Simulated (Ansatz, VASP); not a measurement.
**Two plane-wave programs on BaTiO3**

```xyz
5
Lattice="3.9998 0.0000 0.0000 0.0000 3.9998 0.0000 0.0000 0.0000 4.0180" Properties=species:S:1:pos:R:3 pbc="T T T"
Ba    0.0000    0.0000    0.0000
Ti    1.9999    1.9999    1.9688
O     0.0000    1.9999    2.0773
O     1.9999    0.0000    2.0773
O     1.9999    1.9999    0.0763
```

Alike in both runs: functional PBE; k mesh 7 × 7 × 7; occupations fermi-dirac, width 0.05 eV; no spin polarisation; Hubbard terms Ti d U = 8.0 eV.

```csv
,VASP,Ansatz
version,VASP 6.6.1,Ansatz 0.2.0
potentials or method,"VASP PAW PBE potentials, release 64 (Ba_sv, Ti_sv, O)",Ansatz PAW
plane-wave cutoff (eV),520,420
valence electrons in the cell,40,40
task,single point,band structure
```

|  | VASP | Ansatz | Ansatz less VASP |
| --- | --- | --- | --- |
| gap on the k mesh at the Fermi level (eV) | 2.91 | 3.06 | +0.148 |
| least direct gap on the mesh (eV) | 3.14 | 3.26 | +0.122 |
| pressure (GPa) | 10.9 | 5.4 | -5.48 |
| traceless stress, the component that is largest in VASP (GPa) | 1.08 | 0.66 | -0.424 |
| rms of the force components (eV/Å) | 0.355 | 0.121 | -0.2342 |

The programs project onto different local orbitals, so the same U acts differently, and such runs can settle in different states. Atom by atom the forces differ by 0.249 eV/Å (rms over components).

Neither program's run includes spin-orbit coupling. Noted on Ansatz's run: the k mesh misses the band edges, so the gap on the mesh is wider than the one along the path.
